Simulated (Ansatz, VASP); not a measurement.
**AlGa3N4 in VASP and in Ansatz**

```xyz
8
Lattice="4.4676 0.0000 0.0000 0.0000 4.4676 0.0000 0.0000 0.0000 4.4676" Properties=species:S:1:pos:R:3 pbc="T T T"
Al    0.0000    0.0000    0.0248
Ga    2.2338    2.2338    0.0159
Ga    2.2338    0.0000    2.2412
Ga    0.0000    2.2338    2.2412
N     3.3499    3.3500    1.0443
N     3.3965    1.0711    3.3231
N     1.0711    3.3966    3.3231
N     1.1176    1.1177    1.0442
```

Change from the starting cell: mode 4 frozen in at +0.000 Å and mode 15 at -0.060 Å (largest displacements).

Alike in both runs: task single point; functional PBEsol; k mesh 6 × 6 × 6; occupations gaussian, width 0.05 eV; no spin polarisation.

|  | VASP | Ansatz |
| --- | --- | --- |
| version | VASP 6.6.1 | Ansatz 0.2.0 |
| potentials or method | VASP PAW PBE potentials, release 64 (Al, Ga_d, N), cutoff 520 eV | scalar-relativistic, plane waves, PAW |
| valence electrons in the cell | 62 | 62 |

VASP gave:

```
gap on the k mesh at the Fermi level (eV)                     : 2.15
least direct gap on the mesh (eV)                             : 2.15
pressure (GPa)                                                : 0.4
traceless stress, the component that is largest in VASP (GPa) : 3.74
rms of the force components (eV/Å)                            : 0.523
```

Which values does Ansatz return?

gap on the k mesh at the Fermi level (eV): 2.13; least direct gap on the mesh (eV): 2.13; pressure (GPa): 0.5; traceless stress, the component that is largest in VASP (GPa): 3.82; rms of the force components (eV/Å): 0.529.

VASP's potentials were made for PBE, not for PBEsol, and Ansatz warns of the same on its side. Atom by atom the forces differ by 0.008 eV/Å (rms over components). Ansatz's warnings: structure snapped to symmetry.
